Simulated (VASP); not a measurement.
# KBr (P1) in VASP: further runs, part 2 of 2

VASP 6.6.1. The steps go on from the part before.

## Step 4: Single point, PBEsol

INCAR reads:

```
SYSTEM = KBr
  PREC = Accurate
  ENCUT = 520
  EDIFF = 1E-7
  ISMEAR = -1
  SIGMA = 0.08
  LREAL = .False.
  LASPH = .True.
  NELM = 100
  ALGO = Normal
  ISIF = 2
  LWAVE = .False.
  LCHARG = .False.
  GGA = PS
  NBANDS = 24
```

KPOINTS reads:

```
Automatic mesh
0
Gamma
  3 5 5
  0 0 0
```

POSCAR reads:

```
KBr
1.0
    0.0000000000      6.6000000000      6.6000000000
    3.3000000000      0.0000000000      3.3000000000
    3.3000000000      3.3000000000      0.0000000000
K Br
2 2
Direct
    0.0058518939     -0.0135719697      0.0086189394
    0.4935962879     -0.0033643939     -0.0068871212
    0.2415445455      0.5249900000      0.4988430303
    0.7587253788      0.4832971212      0.5003098485
```

Potentials or basis: VASP PAW PBE potentials, release 64 (K_sv, Br).

Launch:

```
cat potpaw_PBE.64/K_sv/POTCAR potpaw_PBE.64/Br/POTCAR > POTCAR
mpirun -np 1 vasp_std > vasp.out
```

OUTCAR:

```text
SYSTEM = KBr
   PREC = Accurate
   ENCUT = 520
   EDIFF = 1E-7
   ISMEAR = -1
   LREAL = .False.
   LASPH = .True.
   NELM = 100
   ISIF = 2
   GGA = PS

 ion  position               nearest neighbor table
   1  0.006  0.986  0.009-   3 3.17   3 3.21   4 3.26   4 3.29
   2  0.494  0.997  0.993-   3 3.22   3 3.30
   3  0.242  0.525  0.499-   1 3.17   1 3.21   2 3.22   2 3.30
   4  0.759  0.483  0.500-   1 3.26   1 3.29

  LATTYP: Found a trigonal (rhomboedric) cell.
 ALAT       =     8.0833161512
 COS(alpha) =     0.8333333333

  Lattice vectors:

 A1 = (   3.3000000000,  -3.3000000000,  -6.6000000000)
 A2 = (   6.6000000000,  -3.3000000000,  -3.3000000000)
 A3 = (   3.3000000000,  -6.6000000000,  -3.3000000000)

Analysis of symmetry for initial positions (statically):
=====================================================================
 Subroutine PRICEL returns:
 Original cell was already a primitive cell.

 Routine SETGRP: Setting up the symmetry group for a
 trigonal (rhombohedral) supercell.
[... 186 lines left out ...]
  ---------------------------------------------------
  ext. energy  EPLUGINS =         0.00000000
  ---------------------------------------------------
  free energy    TOTEN  =       -12.88989624 eV

  energy without entropy =      -12.88989624  energy(sigma->0) =      -12.88989624

 E-fermi :  -0.0075     XC(G=0):  -7.5425

 val. band max:       -1.7821602838   @ k =   0.0000   0.0000   0.0000
 cond. band min:       2.4459500908   @ k =   0.0000   0.0000   0.0000
 fundamental gap:      4.2281103746
 Fermi energy:        -0.0074595657

 k-point     1 :       0.0000    0.0000    0.0000
  band No.  band energies     occupation
      1     -29.5488      2.00000
      2     -29.3237      2.00000
      3     -14.3432      2.00000
      4     -14.0853      2.00000
      5     -13.0951      2.00000
      6     -13.0924      2.00000
[... 637 lines left out ...]
     23       7.4123      0.00000
     24       7.5894      0.00000

 [... further k-points ...]
[... 5 lines left out ...]
  --------------------------------------------------------------------------------------
  -------------------------------------------------------------------------------------
  Total       -0.1705580     -0.1296437     -0.2256882      0.0223129     -0.0060081     -0.0018191
  in kB       -1.9009949     -1.4449743     -2.5154616      0.2486941     -0.0669646     -0.0202752
  external PRESSURE =      -1.9538103 kB  Pullay stress =       0.0000000 kB

 VOLUME and BASIS-vectors are now :
 -----------------------------------------------------------------------------
  energy-cutoff  :      520.00
  volume of cell :      143.75
      direct lattice vectors                 reciprocal lattice vectors
     0.000000000  6.600000000  6.600000000    -0.075757576  0.075757576  0.075757576
     3.300000000  0.000000000  3.300000000     0.151515152 -0.151515152  0.151515152
     3.300000000  3.300000000  0.000000000     0.151515152  0.151515152 -0.151515152

 POSITION                                       TOTAL-FORCE (eV/Angst)
 -----------------------------------------------------------------------------------
      3.28366      0.06706      3.29383         0.081688     -0.147224     -0.024454
      6.56617      6.53501      6.54663        -0.008130      0.100283      0.125918
      3.37865      3.24038      3.32666        -0.157077      0.140274     -0.033663
      3.24590      6.65861      6.60247         0.083519     -0.093333     -0.067801
 -----------------------------------------------------------------------------------
    total drift:                               -0.000210      0.000158     -0.000069

  FREE ENERGIE OF THE ION-ELECTRON SYSTEM (eV)
  ---------------------------------------------------
  free  energy   TOTEN  =       -12.8898962367 eV

  energy  without entropy=      -12.8898962365  energy(sigma->0) =      -12.88989624
```

OSZICAR:

```text
N       E                     dE             d eps       ncg     rms          rms(c)
DAV:   1     0.226815553310E+03    0.22682E+03   -0.13747E+04  1824   0.116E+03
DAV:   2     0.526225885755E+01   -0.22155E+03   -0.20828E+03  2224   0.295E+02
DAV:   3    -0.128333711163E+02   -0.18096E+02   -0.18010E+02  3008   0.727E+01
DAV:   4    -0.132187265727E+02   -0.38536E+00   -0.38453E+00  2656   0.104E+01
DAV:   5    -0.132294070922E+02   -0.10681E-01   -0.10680E-01  2728   0.137E+00    0.437E+00
DAV:   6    -0.128998847168E+02    0.32952E+00   -0.51391E-01  2328   0.288E+00    0.319E+00
DAV:   7    -0.128741020496E+02    0.25783E-01   -0.29401E-01  2400   0.234E+00    0.151E+00
DAV:   8    -0.128887755397E+02   -0.14673E-01   -0.51205E-02  2696   0.121E+00    0.299E-01
DAV:   9    -0.128887128185E+02    0.62721E-04   -0.12515E-03  2496   0.197E-01    0.150E-01
DAV:  10    -0.128898846704E+02   -0.11719E-02   -0.19468E-03  2376   0.203E-01    0.645E-02
DAV:  11    -0.128898809874E+02    0.36830E-05   -0.81257E-05  2936   0.481E-02    0.172E-02
DAV:  12    -0.128898930600E+02   -0.12073E-04   -0.12890E-05  2392   0.200E-02    0.713E-03
DAV:  13    -0.128898957348E+02   -0.26748E-05   -0.40646E-06  2680   0.114E-02    0.331E-03
DAV:  14    -0.128898963075E+02   -0.57268E-06   -0.66960E-07  2392   0.528E-03    0.849E-04
DAV:  15    -0.128898962367E+02    0.70804E-07   -0.79719E-08  1984   0.160E-03
   1 F= -.12889896E+02 E0= -.12889896E+02  d E =-.170084E-09
```

stdout:

```text
POSCAR found type information on POSCAR K Br
 POSCAR found :  2 types and       4 ions
 scaLAPACK will be used
 -----------------------------------------------------------------------------
|                                                                             |
|                                                                             |
|     You enforced a specific xc type in the INCAR file but a different       |
[... 22 lines left out ...]
 -----------------------------------------------------------------------------

 POSCAR, INCAR and KPOINTS ok, starting setup
 FFT: planning ... GRIDC
 FFT: planning ... GRID_SOFT
 FFT: planning ... GRID
 WAVECAR not read
 entering main loop
```

Wall time 85 s (1 thread of Intel Xeon 6975P-C (Granite Rapids), shared host); peak memory 0.34 GiB.

Results:

```yaml
Free_energy: -12.8899 eV
Pressure: -0.2 GPa
Largest_force: 0.213 eV/Å
Band_gap_on_the_k_mesh: 4.23 eV
```

Forces on the atoms (eV/Å):
```
K    0.082 -0.147 -0.024
K   -0.008  0.100  0.126
Br  -0.157  0.140 -0.034
Br   0.084 -0.093 -0.068
```

Caveat: the PAW data sets were made with another functional, which shifts forces and pressure a little.

## Step 5: Single point, PBEsol

Edit INCAR of step 4 so:

```diff
@@ -8,3 +8,3 @@
   LASPH = .True.
-  NELM = 100
+  NELM = 80
   ALGO = Normal
```

KPOINTS is that of step 4.

POSCAR reads:

```
KBr
1.0
    0.0000000000      6.6000000000      6.6000000000
    3.3000000000      0.0000000000      3.3000000000
    3.3000000000      3.3000000000      0.0000000000
K Br
2 2
Direct
    0.0074666667     -0.0182593939      0.0125224242
    0.4916174242     -0.0048824242     -0.0106612121
    0.2379862121      0.5358190909      0.4983333333
    0.7624618939      0.4755046970      0.5007559091
```

Launch:

```
cat potpaw_PBE.64/K_sv/POTCAR potpaw_PBE.64/Br/POTCAR > POTCAR
mpirun -np 1 vasp_std > vasp.out
```

It took 92 s on 1 thread of Intel Xeon 6975P-C (Granite Rapids), shared host; peak memory 0.33 GiB.

Results (log left out):

| Item | Value |
| --- | --- |
| Free energy | -12.8635 eV |
| Pressure | -0.1 GPa |
| Largest force | 0.309 eV/Å |
| Band gap on the k mesh | 4.19 eV |

Forces on the atoms (eV/Å):
```
K    0.108 -0.212 -0.030
K   -0.013  0.126  0.171
Br  -0.219  0.213 -0.050
Br   0.124 -0.127 -0.091
```

Stress tensor (GPa, compression positive):
```
-0.09  0.05 -0.01
 0.05 -0.01 -0.01
-0.01 -0.01 -0.22
```

Levels at points of the mesh, in eV from the valence-band top:
| k point | band 13 | band 14 | band 15 | band 16 | band 17 | band 18 | band 19 | band 20 |
| --- | --- | --- | --- | --- | --- | --- | --- | --- |
| (0.00, 0.00, 0.00) | -0.45 | -0.06 | -0.02 | 0.00 | 4.19 | 6.37 | 7.35 | 7.45 |

Caveat: the PAW data sets were made with another functional, which shifts forces and pressure a little.
